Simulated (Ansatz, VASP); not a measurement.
One calculation of CsMg3, two programs

```
CELL_PARAMETERS angstrom
5.34742 0.00000 0.00000
0.00000 5.34742 0.00000
0.00000 0.00000 5.34742
ATOMIC_POSITIONS crystal
Cs 0.00000 0.00000 0.00000
Mg 0.00000 0.50000 0.50000
Mg 0.50000 0.00000 0.50000
Mg 0.50000 0.50000 0.00000
```

Alike in both runs: functional PBE; k mesh 10 × 10 × 10; occupations gaussian, width 0.1 eV; no spin polarisation.

Ansatz relaxed the structure, and its values are those at the end. VASP's run is a single point on that final structure, the one shown.

|  | VASP | Ansatz |
| --- | --- | --- |
| version | VASP 6.6.1 | Ansatz 0.2.0 |
| potentials or method | VASP PAW PBE potentials, release 64 (Cs_sv, Mg), cutoff 600 eV | scalar-relativistic, plane waves, PAW |
| valence electrons in the cell | 15 | 39 |

```tsv
	VASP	Ansatz	Ansatz less VASP
gap on the k mesh at the Fermi level (eV)	none	none	-
pressure (GPa)	0.0	0.0	+0.02
```

A gap of «none» marks a metal or a gap that the smearing closes. The functional is the same, so the differences come from potentials, cutoffs and numerics. VASP's potentials hold 15 valence electrons a cell and Ansatz's 39, so a difference there can come from the potentials and not from the codes.

Neither program's run includes spin-orbit coupling.
